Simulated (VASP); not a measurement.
# K3HF4 (P1) in VASP: relaxation of cell and atoms with PBE

Aim: the relaxation of cell and atoms of K3HF4 with PBE.

Everything below comes from runs of VASP 6.6.1. Logs are shortened: lines on timing, memory, paths and dates and some standing lists are left out, and cuts for length are marked.

## 1. The cell of the first run

The typed cell holds 8 atoms: a = 3.426 Å, b = 3.572 Å, c = 11.517 Å, α = 90.25°, β = 91.44°, γ = 88.91°.

## 2. Relaxation of cell and atoms, PBE

INCAR reads:

```
ALGO = Normal ; EDIFF = 1E-6
EDIFFG = -0.025 ; ENCUT = 600
GGA = PE ; IBRION = 2
ISIF = 3 ; ISMEAR = 0
LASPH = True ; LCHARG = False
LREAL = False ; LWAVE = False
NELM = 100 ; NSW = 80
PREC = Accurate ; SIGMA = 0.1
```

KPOINTS reads:

```
k-points
0
Gamma
  4 4 1
```

POSCAR reads:

```
K3HF4
1.0
    3.4258831568      0.0326850637     -0.0432191744
    0.0340474329      3.5713303393     -0.0074630335
   -0.1442894854     -0.0239187550     11.5164204803
K H F
3 1 4
Direct
   -0.0128968219     -0.0033633468      0.7021755795
    0.0032492932     -0.0294515103      0.3041071020
    0.0054391648      0.5053484338     -0.0023573204
    0.5314852615      0.4655462845      0.4900723100
    0.5033277072      0.0411675164      0.1282185101
    0.5292286229      0.4917027825      0.4041765842
    0.4846437991      0.0059995476      0.8644424187
    0.4555229732      0.5230502922      0.6091648160
```

Potentials or basis: VASP PAW PBE potentials, release 64 (K_sv, H, F).

Run with:

```
$ cat potpaw_PBE.64/K_sv/POTCAR potpaw_PBE.64/H/POTCAR potpaw_PBE.64/F/POTCAR > POTCAR
$ mpirun -np 1 vasp_std > vasp.out
```

OUTCAR:

```text
EDIFF = 1E-6
   EDIFFG = -0.025
   ENCUT = 600
   GGA = PE
   IBRION = 2
   ISIF = 3
   ISMEAR = 0
   LASPH = True
   LREAL = False
   NELM = 100
   NSW = 80
   PREC = Accurate

 ion  position               nearest neighbor table
   1  0.987  0.997  0.702-   7 2.50   8 2.56   7 2.57   8 2.71   8 2.73   8 2.79
   2  0.003  0.971  0.304-   5 2.63   6 2.67   6 2.70   5 2.70   6 2.72   6 2.84
   3  0.005  0.505  0.998-   5 2.78
   4  0.531  0.466  0.490-   6 0.99
   5  0.503  0.041  0.128-   2 2.63   2 2.70   3 2.78
   6  0.529  0.492  0.404-   4 0.99   2 2.67   2 2.70   2 2.72   2 2.84
   7  0.485  0.006  0.864-   1 2.50   1 2.57
   8  0.456  0.523  0.609-   1 2.56   1 2.71   1 2.73   1 2.79

  LATTYP: Found a triclinic cell.
 ALAT       =     3.4263116634
 B/A-ratio  =     3.4828368821
 C/A-ratio  =     1.0423746525
 COS(alpha) =     0.0013470836
 COS(beta)  =     0.0190972320
 COS(gamma) =     0.2628400394

  Lattice vectors:

 A1 = (  -3.4258831568,  -0.0326850637,   0.0432191744)
 A2 = (  -3.2815936714,  -0.0087663087, -11.4732013059)
 A3 = (  -0.0340474329,  -3.5713303393,   0.0074630335)

Analysis of symmetry for initial positions (statically):
=====================================================================
 Subroutine PRICEL returns:
 Original cell was already a primitive cell.

 Routine SETGRP: Setting up the symmetry group for a
 triclinic supercell.

 Subroutine GETGRP returns: Found  1 space group operations
 (whereof  1 operations were pure point group operations)
 out of a pool of  2 trial point group operations.

The static configuration has the point symmetry C_1 .

Analysis of symmetry for dynamics (positions and initial velocities):
=====================================================================
 Subroutine PRICEL returns:
 Original cell was already a primitive cell.

 Routine SETGRP: Setting up the symmetry group for a
 triclinic supercell.

 Subroutine GETGRP returns: Found  1 space group operations
 (whereof  1 operations were pure point group operations)
 out of a pool of  2 trial point group operations.

The dynamic configuration has the point symmetry C_1 .

 Subroutine INISYM returns: Found  1 space group operations
 (whereof  1 operations are pure point group operations),
 and found     1 'primitive' translations

----------------------------------------------------------------------------------------

                                     Primitive cell

  volume of cell :     140.8673

  direct lattice vectors                    reciprocal lattice vectors
[... 89 lines left out ...]
   NFREE  =      1    steps in history (QN), initial steepest desc. (CG)
   ISIF   =      3    stress and relaxation
   ISYM   =      2    0-nonsym 1-usesym 2-fastsym
   POTIM  = 0.5000    time-step for ionic-motion
   TEBEG  =    0.0;   TEEND  =   0.0 temperature during run
   PSTRESS=    0.0 pullay stress
   NELECT =      56.0000    total number of electrons
   NUPDOWN=      -1.0000    fix difference up-down
   EMIN   =  10.00;   EMAX   =-10.00  energy-range for DOS
   EFERMI =   0.00;   METHOD = LEGACY
   ISMEAR =     0;   SIGMA  =   0.10  broadening in eV -4-tet -1-fermi 0-gaus
   EFERMI_NEDOS =   21; number of points for ismear=-14 and -15
   IALGO  =     38    algorithm
   IMIX   =      4    mixing-type and parameters
     AMIX     =   0.40;   BMIX     =  1.00
     AMIX_MAG =   1.60;   BMIX_MAG =  1.00
  volume/ion in A,a.u.               =      17.61       118.83
  Fermi-wavevector in a.u.,A,eV,Ry     =   1.203744  2.274746 19.714832  1.448999
  Thomas-Fermi vector in A             =   2.339489
   LORBIT       =      0    0 simple, 1 ext, 2 COOP (PROOUT), +10 PAW based schemes
   GGA     = PE    functional components
   LHFCALC =     F    Hartree Fock is set to
   AEXX    =    0.0000 exact exchange contribution
   IVDW    =     0    specifies the selected vdW correction
   LEPSILON=     F    determine dielectric tensor
   LRPA    =     F    only Hartree local field effects (RPA)
 conjugate gradient relaxation of ions
 non-spin polarized calculation
 Gauss-broadening in eV      SIGMA  =   0.10
  energy-cutoff  :      600.00
  volume of cell :      140.87
 maximum number of plane-waves:      4714
   NGX = 13   NGY = 15   NGZ = 45

--------------------------------------- Ionic step        1  -------------------------------------------

 number of electron      55.9999999 magnetization

 Free energy of the ion-electron system (eV)
  ---------------------------------------------------
  ext. energy  EPLUGINS =         0.00000000
  ---------------------------------------------------
  free energy    TOTEN  =       -32.80583835 eV

  energy without entropy =      -32.80583835  energy(sigma->0) =      -32.80583835

------------------------ aborting loop because EDIFF is reached ----------------------------------------

  FORCE on cell =-STRESS in cart. coord.  units (eV):
  Direction    XX          YY          ZZ          XY          YZ          ZX
  --------------------------------------------------------------------------------------
  -------------------------------------------------------------------------------------
  Total        0.4221037      0.7023153     -0.2402076     -0.0887434     -0.1075761      0.1852994
  in kB        4.8008646      7.9878972     -2.7320396     -1.0093370     -1.2235339      2.1075328
  external PRESSURE =       3.3522408 kB  Pullay stress =       0.0000000 kB
[... 107 lines left out ...]
  FREE ENERGIE OF THE ION-ELECTRON SYSTEM (eV)
  ---------------------------------------------------
  free  energy   TOTEN  =       -33.1214894134 eV

  energy  without entropy=      -33.1214894134  energy(sigma->0) =      -33.12148941

[... ionic steps 4 to 17 ...]

--------------------------------------- Ionic step       18  -------------------------------------------

 number of electron      56.0000007 magnetization

------------------------ aborting loop because EDIFF is reached ----------------------------------------
[... 79 lines left out ...]
--------------------------------------- Ionic step       20  -------------------------------------------

 number of electron      56.0000008 magnetization

 Free energy of the ion-electron system (eV)
  ---------------------------------------------------
  ext. energy  EPLUGINS =         0.00000000
  ---------------------------------------------------
  free energy    TOTEN  =       -33.26172686 eV

  energy without entropy =      -33.26172686  energy(sigma->0) =      -33.26172686

 E-fermi :  -1.8174     XC(G=0):  -8.0454

 val. band max:       -2.2936455170   @ k =   0.5000   0.0000  -0.0000
 cond. band min:       2.5968082611   @ k =   0.0000   0.0000   0.0000
 fundamental gap:      4.8904537781
 Fermi energy:        -1.8174010679

 k-point     1 :       0.0000    0.0000    0.0000
  band No.  band energies     occupation
      1     -29.6185      2.00000
      2     -29.5976      2.00000
      3     -29.0816      2.00000
      4     -24.7529      2.00000
      5     -23.6323      2.00000
      6     -21.0984      2.00000
[... 384 lines left out ...]
  FREE ENERGIE OF THE ION-ELECTRON SYSTEM (eV)
  ---------------------------------------------------
  free  energy   TOTEN  =       -33.2617268561 eV

  energy  without entropy=      -33.2617268561  energy(sigma->0) =      -33.26172686

 reached required accuracy - stopping structural energy minimisation
```

OSZICAR:

```text
N       E                     dE             d eps       ncg     rms          rms(c)
DAV:   1     0.547047658938E+03    0.54705E+03   -0.32006E+04   660   0.179E+03
DAV:   2     0.117088963390E+01   -0.54588E+03   -0.53692E+03   826   0.476E+02
DAV:   3    -0.341029573399E+02   -0.35274E+02   -0.35204E+02   765   0.121E+02
[... 201 lines left out ...]
DAV:   2    -0.332621814858E+02   -0.14870E-02   -0.35161E-02   674   0.124E+00    0.152E-01
DAV:   3    -0.332618527437E+02    0.32874E-03   -0.85339E-04  1016   0.214E-01    0.840E-02
DAV:   4    -0.332617247233E+02    0.12802E-03   -0.29834E-04   919   0.136E-01    0.357E-02
DAV:   5    -0.332617262750E+02   -0.15517E-05   -0.64206E-05   904   0.627E-02    0.103E-02
DAV:   6    -0.332617268561E+02   -0.58116E-06   -0.68945E-06   768   0.186E-02
  20 F= -.33261727E+02 E0= -.33261727E+02  d E =-.669517E-03
```

CONTCAR:

```text
K3HF4
   1.00000000000000
     3.4433781511220598    0.0072814277871286   -0.0307372133911810
     0.0077529720998575    3.5723116979968541    0.0047188116070512
    -0.1037954283074382    0.0147113021845668   11.5188260115210497
  K               H               F
     3     1     4
Direct
     0.9818104396974092    0.0020335831919683    0.7060092503954410
     0.0168303387370808    0.9777423066694773    0.2936084137409290
     0.0027523289598224    0.5049440204237838    0.9990658549744489
     0.5011854986086749    0.4904646845209280    0.5001991185614739
     0.5059655254050397    0.0406418251189391    0.1339048272140319
     0.5242401038066675    0.4781763996525256    0.4008431751925380
     0.4905950161277339    0.0031255401978178    0.8666597357101992
     0.4766207486575709    0.5028716401245582    0.5997096243109468

  0.00000000E+00  0.00000000E+00  0.00000000E+00
  0.00000000E+00  0.00000000E+00  0.00000000E+00
  0.00000000E+00  0.00000000E+00  0.00000000E+00
  0.00000000E+00  0.00000000E+00  0.00000000E+00
  0.00000000E+00  0.00000000E+00  0.00000000E+00
  0.00000000E+00  0.00000000E+00  0.00000000E+00
  0.00000000E+00  0.00000000E+00  0.00000000E+00
  0.00000000E+00  0.00000000E+00  0.00000000E+00
```

Run time: 6.5 min. Hardware: 1 thread of Intel Xeon 6975P-C (Granite Rapids), shared host; peak memory 0.3 GiB.

Results:

- Free energy: -33.2617 eV
- Relaxed volume: 17.71 Å³/atom
- Relaxed cell: a = 3.444 Å, b = 3.572 Å, c = 11.519 Å, α = 89.85°, β = 91.03°, γ = 89.76°
- Space group after relaxing (to 0.05 Å): P1 (No. 1)
- Energy gained by relaxing: 57.0 meV/atom
- Ionic steps: 20
- Pressure after relaxing: 0.0 GPa
- Largest force after relaxing: 0.020 eV/Å
- Band gap on the k mesh: 4.89 eV, indirect (least direct gap 4.96 eV)

Forces in eV/Å, atoms in the order of the input:
```
K    0.004 -0.002 -0.012
K   -0.008  0.005 -0.010
K   -0.003  0.000  0.017
H   -0.013  0.003 -0.015
F    0.009  0.003  0.005
F   -0.003  0.001  0.015
F    0.006 -0.007 -0.005
F    0.009 -0.002  0.004
```

Step by step:
```tsv
step	energy change (eV)	largest force (eV/Å)	pressure (GPa)	volume (Å³)
1	0.0000	2.7094	0.34	140.87
2	-0.3081	1.3313	-0.85	141.62
3	-0.3157	1.3339	-0.84	141.72
4	-0.3546	1.8538	1.27	140.00
5	-0.4009	0.7733	0.27	140.69
6	-0.4368	0.2855	0.24	141.15
7	-0.4420	0.2583	0.25	141.41
8	-0.4490	0.1878	-0.05	142.12
9	-0.4494	0.2400	-0.14	142.34
10	-0.4526	0.0736	-0.01	142.39
11	-0.4526	0.0696	-0.02	142.39
12	-0.4534	0.0538	-0.01	142.36
13	-0.4543	0.0947	-0.01	142.25
14	-0.4548	0.0424	-0.05	142.21
15	-0.4548	0.0555	-0.06	142.19
16	-0.4552	0.0334	-0.01	142.02
17	-0.4552	0.0686	0.04	141.90
18	-0.4552	0.0498	0.03	141.95
19	-0.4556	0.0365	0.03	141.87
20	-0.4559	0.0202	0.03	141.68
```

Final structure:
```cif
data_structure
_symmetry_space_group_name_H-M 'P 1'
_symmetry_Int_Tables_number 1
_cell_length_a 3.4435
_cell_length_b 3.5723
_cell_length_c 11.5193
_cell_angle_alpha 89.852
_cell_angle_beta 91.028
_cell_angle_gamma 89.755
_cell_volume 141.68
loop_
_atom_site_label
_atom_site_type_symbol
_atom_site_fract_x
_atom_site_fract_y
_atom_site_fract_z
_atom_site_occupancy
K1 K 0.98181 0.00203 0.70601 1
K2 K 0.01683 0.97774 0.29361 1
K3 K 0.00275 0.50494 0.99907 1
H1 H 0.50119 0.49046 0.50020 1
F1 F 0.50597 0.04064 0.13390 1
F2 F 0.52424 0.47818 0.40084 1
F3 F 0.49060 0.00313 0.86666 1
F4 F 0.47662 0.50287 0.59971 1
```

Levels at points of the mesh, in eV from the valence-band top:
```
           k point  band 26  band 27  band 28  band 29  band 30  band 31
(0.00, 0.00, 0.00)    -0.13    -0.12    -0.07     4.89     6.50     6.64
(0.50, 0.00, 0.00)    -0.15    -0.08     0.00     7.74     8.07     8.18
(0.00, 0.50, 0.00)    -0.19    -0.10    -0.08     7.81     7.86     8.26
(0.50, 0.50, 0.00)    -0.52    -0.48    -0.02     8.28     8.32     8.77
```

Caveat: the k points lie up to 0.55 Å⁻¹ apart in the final cell.
